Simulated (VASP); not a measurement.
# Au (Pm-3m) in VASP: notebook

Au is run at these levels: PBEsol-based screened hybrid, r2SCAN0, r2SCANh; tasks: single point.

Everything below comes from runs of VASP 6.6.1. Logs are shortened: lines on timing, memory, paths and dates and some standing lists are left out, and cuts for length are marked.

### Step 1. The cell of the first run

Symmetry: Pm-3m, No. 221, cubic system. Conventional cell: a = 2.703 Å, b = 2.703 Å, c = 2.703 Å, α = 90.00°, β = 90.00°, γ = 90.00°. Au (site symmetry m-3m) has 6 Au at 2.70 Å within 3.6 Å.

### Step 2. Single point, PBEsol-based screened hybrid

POSCAR reads:

```
Au
1.0
    2.7029761926      0.0000000000      0.0000000000
    0.0000000000      2.7029761926      0.0000000000
    0.0000000000      0.0000000000      2.7029761926
Au
1
Direct
    0.5000000000      0.5000000000      0.5000000000
```

INCAR.step1 reads:

```
  ALGO = Normal
  EDIFF = 1E-5
  ENCUT = 520
  GGA = PE
  ISIF = 2
  ISMEAR = -1
  LASPH = True
  LCHARG = False
  LREAL = False
  LWAVE = True
  NBANDS = 12
  NELM = 100
  PREC = Accurate
  SIGMA = 0.05
```

INCAR.step2 reads:

```
  AEXX = 0.25
  ALGO = Normal
  EDIFF = 1E-6
  ENCUT = 520
  GGA = PS
  HFSCREEN = 0.207
  ISIF = 2
  ISMEAR = -1
  ISTART = 1
  LASPH = True
  LCHARG = False
  LHFCALC = True
  LREAL = False
  LWAVE = False
  NBANDS = 12
  NELM = 100
  PREC = Accurate
  PRECFOCK = Normal
  SIGMA = 0.05
```

KPOINTS reads:

```
k-points
0
Gamma
  5 5 5
```

Potentials or basis: VASP PAW PBE potentials, release 64 (Au).

Started as:

```console
cat potpaw_PBE.64/Au/POTCAR > POTCAR
cp INCAR.step1 INCAR
mpirun -np 1 vasp_std > vasp.out
cp INCAR.step2 INCAR
mpirun -np 1 vasp_std > vasp.out
```

OUTCAR:

```text
AEXX = 0.25
   EDIFF = 1E-6
   ENCUT = 520
   GGA = PS
   HFSCREEN = 0.207
   ISIF = 2
   ISMEAR = -1
   ISTART = 1
   LASPH = True
   LHFCALC = True
   LREAL = False
   NELM = 100
   PREC = Accurate
   PRECFOCK = Normal

 ion  position               nearest neighbor table
   1  0.500  0.500  0.500-

  LATTYP: Found a simple cubic cell.
 ALAT       =     2.7029761926

  Lattice vectors:

 A1 = (   2.7029761926,   0.0000000000,   0.0000000000)
 A2 = (   0.0000000000,   2.7029761926,   0.0000000000)
 A3 = (   0.0000000000,   0.0000000000,   2.7029761926)

Analysis of symmetry for initial positions (statically):
=====================================================================
 Subroutine PRICEL returns:
 Original cell was already a primitive cell.

 Routine SETGRP: Setting up the symmetry group for a
 simple cubic supercell.

 Subroutine GETGRP returns: Found 48 space group operations
[... 9 lines left out ...]

 Routine SETGRP: Setting up the symmetry group for a
 simple cubic supercell.

 Subroutine GETGRP returns: Found 48 space group operations
[... 11 lines left out ...]
                                     Primitive cell

  volume of cell :      19.7482

  direct lattice vectors                    reciprocal lattice vectors
     2.702976193  0.000000000  0.000000000     0.369962563  0.000000000  0.000000000
     0.000000000  2.702976193  0.000000000     0.000000000  0.369962563  0.000000000
     0.000000000  0.000000000  2.702976193     0.000000000  0.000000000  0.369962563

  length of vectors
     2.702976193  2.702976193  2.702976193     0.369962563  0.369962563  0.369962563

  position of ions in fractional coordinates (direct lattice)
     0.500000000  0.500000000  0.500000000

  ion indices of the primitive-cell ions
   primitive index   ion index
                 1           1

----------------------------------------------------------------------------------------

 KPOINTS: k-points

Automatic generation of k-mesh.
 Grid dimensions read from file:
 generate k-points for:    5    5    5

 Generating k-lattice:

  Cartesian coordinates                     Fractional coordinates (reciprocal lattice)
     0.073992513  0.000000000  0.000000000     0.200000000  0.000000000  0.000000000
     0.000000000  0.073992513  0.000000000     0.000000000  0.200000000  0.000000000
     0.000000000  0.000000000  0.073992513     0.000000000  0.000000000  0.200000000

  Length of vectors
     0.073992513  0.073992513  0.073992513

  Shift w.r.t. Gamma in fractional coordinates (k-lattice)
     0.000000000  0.000000000  0.000000000

 Subroutine IBZKPT returns following result:
 ===========================================

 Found     10 irreducible k-points:

 Following reciprocal coordinates:
            Coordinates               Weight
  0.000000  0.000000  0.000000      1.000000
  0.200000  0.000000  0.000000      6.000000
  0.400000  0.000000  0.000000      6.000000
  0.200000  0.200000  0.000000     12.000000
  0.400000  0.200000  0.000000     24.000000
  0.400000  0.400000  0.000000     12.000000
  0.200000  0.200000  0.200000      8.000000
  0.400000  0.200000  0.200000     24.000000
  0.400000  0.400000  0.200000     24.000000
  0.400000  0.400000  0.400000      8.000000
   k-points           NKPTS =     10   k-points in BZ     NKDIM =    125   number of bands    NBANDS=     12
   number of dos      NEDOS =    301   number of ions     NIONS =      1
   total plane-waves  NPLWV =   8000
   dimension x,y,z NGX =    20 NGY =   20 NGZ =   20
   dimension x,y,z NGXF=    40 NGYF=   40 NGZF=   40
   ions per type =               1
   NGX,Y,Z   is equivalent  to a cutoff of  12.30, 12.30, 12.30 a.u.
   NGXF,Y,Z  is equivalent  to a cutoff of  24.60, 24.60, 24.60 a.u.
 SYSTEM =  unknown system
   PREC   = accura    normal or accurate (medium, high low for compatibility)
   ISTART =      1    job   : 0-new  1-cont  2-samecut
   ICHARG =      0    charge: 1-file 2-atom 10-const
   ISPIN  =      1    spin polarized calculation?
   LNONCOLLINEAR =      F non collinear calculations
   LSORBIT =      F    spin-orbit coupling
   LASPH  =      T    aspherical Exc in radial PAW
   ENCUT  =  520.0 eV  38.22 Ry    6.18 a.u.   5.03  5.03  5.03*2*pi/ulx,y,z
   NELM   =    100;   NELMIN=  2; NELMDL=  0     # of ELM steps
   EDIFF  = 0.1E-05   stopping-criterion for ELM
   LREAL  =      F    real-space projection
   EDIFFG = 0.1E-04   stopping-criterion for IOM
   NSW    =      0    number of steps for IOM
   IBRION =     -1    ionic relax: 0-MD 1-quasi-New 2-CG
   NFREE  =      0    steps in history (QN), initial steepest desc. (CG)
   ISIF   =      2    stress and relaxation
   ISYM   =      3    0-nonsym 1-usesym 2-fastsym
   POTIM  = 0.5000    time-step for ionic-motion
   TEBEG  =    0.0;   TEEND  =   0.0 temperature during run
   PSTRESS=    0.0 pullay stress
   NELECT =      11.0000    total number of electrons
   NUPDOWN=      -1.0000    fix difference up-down
   EMIN   =  10.00;   EMAX   =-10.00  energy-range for DOS
   EFERMI =   0.00;   METHOD = LEGACY
   ISMEAR =    -1;   SIGMA  =   0.05  broadening in eV -4-tet -1-fermi 0-gaus
   EFERMI_NEDOS =   21; number of points for ismear=-14 and -15
   IALGO  =     38    algorithm
   IMIX   =      1    mixing-type and parameters
     AMIX     =   0.40;   BMIX     =  1.00
     AMIX_MAG =   1.60;   BMIX_MAG =  1.00
  volume/ion in A,a.u.               =      19.75       133.27
  Fermi-wavevector in a.u.,A,eV,Ry     =   1.346987  2.545437 24.686068  1.814375
  Thomas-Fermi vector in A             =   2.474775
   LORBIT       =      0    0 simple, 1 ext, 2 COOP (PROOUT), +10 PAW based schemes
   GGA     = PS    functional components
   LHFCALC =     T    Hartree Fock is set to
   PRECFOCK=normal    Normal, Fast or Accurate (Low or Medium for compatibility)
   ENCUT4O =  -1.0   cutoff for four orbital integrals eV
   NKREDX  =     1    reduce k-point grid by
   NKREDY  =     1    reduce k-point grid by
   NKREDZ  =     1    reduce k-point grid by
   AEXX    =    0.2500 exact exchange contribution
   HFSCREEN=    0.2070 screening length (either q_TF or 0.3 A-1)
   HFSCREENC=   0.2070 screening length for correlation (either q_TF or 0.3 A-1)
   ENCUTFOCK=  -1.0 apply spherical cutoff to Coloumb kernel
   IVDW    =     0    specifies the selected vdW correction
   LEPSILON=     F    determine dielectric tensor
   LRPA    =     F    only Hartree local field effects (RPA)
 non-spin polarized calculation
  energy-cutoff  :      520.00
  volume of cell :       19.75
 maximum number of plane-waves:       540
  NGX = 16; NGY = 16; NGZ = 16

 number of electron      10.9999999 magnetization

 Free energy of the ion-electron system (eV)
  ---------------------------------------------------
  ext. energy  EPLUGINS =         0.00000000
  ---------------------------------------------------
  free energy    TOTEN  =        -3.44559538 eV

  energy without entropy =       -3.43526064  energy(sigma->0) =       -3.44042801

 E-fermi :   6.5409     XC(G=0):  -9.7221

 val. band max:        5.5356378912   @ k =   0.4000   0.2000   0.0000
 cond. band min:       6.6015079007   @ k =   0.4000   0.2000   0.2000
 fundamental gap:      1.0658700096
 Fermi energy:         6.5408567692

 k-point     1 :       0.0000    0.0000    0.0000
  band No.  band energies     occupation
      1      -2.5223      2.00000
      2      -0.5656      2.00000
      3      -0.5656      2.00000
      4       4.1703      2.00000
      5       4.1703      2.00000
      6       4.1703      2.00000
      7      21.7094      0.00000
      8      21.7094      0.00000
      9      21.7094      0.00000
     10      26.7537      0.00000
     11      29.3537      0.00000
     12      29.3537      0.00000

 k-point     2 :       0.2000    0.0000    0.0000
  band No.  band energies     occupation
      1      -1.5861      2.00000
      2      -0.4098      2.00000
      3       0.4786      2.00000
      4       3.5461      2.00000
      5       3.5461      2.00000
      6       4.2236      2.00000
      7      16.7606      0.00000
      8      23.3106      0.00000
      9      23.3106      0.00000
     10      26.7938      0.00000
     11      27.8658      0.00000
     12      34.3146      0.00000

 k-point     3 :       0.4000    0.0000    0.0000
  band No.  band energies     occupation
      1      -0.5039      2.00000
      2      -0.1463      2.00000
      3       2.6694      2.00000
      4       2.6694      2.00000
      5       4.2008      2.00000
      6       4.3112      2.00000
      7      10.8585      0.00000
      8      24.2817      0.00000
      9      26.5201      0.00000
     10      26.5201      0.00000
     11      26.7774      0.00000
     12      33.7055      0.00000
[... 76 lines left out ...]
 k-point     9 :       0.4000    0.4000    0.2000
  band No.  band energies     occupation
      1      -0.0028      2.00000
      2       1.5373      2.00000
      3       1.8269      2.00000
      4       2.0215      2.00000
      5       4.7023      2.00000
      6       9.1435      0.00000
      7      14.0652      0.00000
      8      16.8837      0.00000
      9      20.3519      0.00000
     10      24.7933      0.00000
     11      27.9299      0.00000
     12      28.2555      0.00000

 k-point    10 :       0.4000    0.4000    0.4000
  band No.  band energies     occupation
      1       0.2988      2.00000
      2       0.5528      2.00000
      3       0.5528      2.00000
      4       4.8470      2.00000
      5       4.8470      2.00000
      6      11.8429      0.00000
      7      16.9693      0.00000
      8      16.9693      0.00000
      9      17.8846      0.00000
     10      23.0601      0.00000
     11      25.0539      0.00000
     12      25.0539      0.00000

------------------------ aborting loop because EDIFF is reached ----------------------------------------

  FORCE on cell =-STRESS in cart. coord.  units (eV):
  Direction    XX          YY          ZZ          XY          YZ          ZX
  --------------------------------------------------------------------------------------
  -------------------------------------------------------------------------------------
  Total        0.0052397      0.0052397      0.0052397     -0.0000000     -0.0000000      0.0000000
  in kB        0.4250970      0.4250970      0.4250970     -0.0000000     -0.0000000      0.0000000
  external PRESSURE =       0.4250970 kB  Pullay stress =       0.0000000 kB

 VOLUME and BASIS-vectors are now :
 -----------------------------------------------------------------------------
  energy-cutoff  :      520.00
  volume of cell :       19.75
      direct lattice vectors                 reciprocal lattice vectors
     2.702976193  0.000000000  0.000000000     0.369962563  0.000000000  0.000000000
     0.000000000  2.702976193  0.000000000     0.000000000  0.369962563  0.000000000
     0.000000000  0.000000000  2.702976193     0.000000000  0.000000000  0.369962563

 POSITION                                       TOTAL-FORCE (eV/Angst)
 -----------------------------------------------------------------------------------
      1.35149      1.35149      1.35149         0.000000      0.000000      0.000000
 -----------------------------------------------------------------------------------
    total drift:                               -0.000001     -0.000000      0.000000

  FREE ENERGIE OF THE ION-ELECTRON SYSTEM (eV)
  ---------------------------------------------------
  free  energy   TOTEN  =        -3.4455953801 eV

  energy  without entropy=       -3.4352606442  energy(sigma->0) =       -3.44042801
```

It took 1.9 min on 1 thread of AMD EPYC 9R14 (Zen 4), shared host; peak memory 0.19 GiB.

What came out:

```yaml
Free_energy: -3.4456 eV
Pressure: 0.0 GPa
```

Caveat: the k points lie up to 0.46 Å⁻¹ apart; the PAW data sets were made with another functional, which shifts forces and pressure a little; spin-orbit coupling is left out, which moves the levels of the heavy elements.

(Continued in part 2 of 2.)
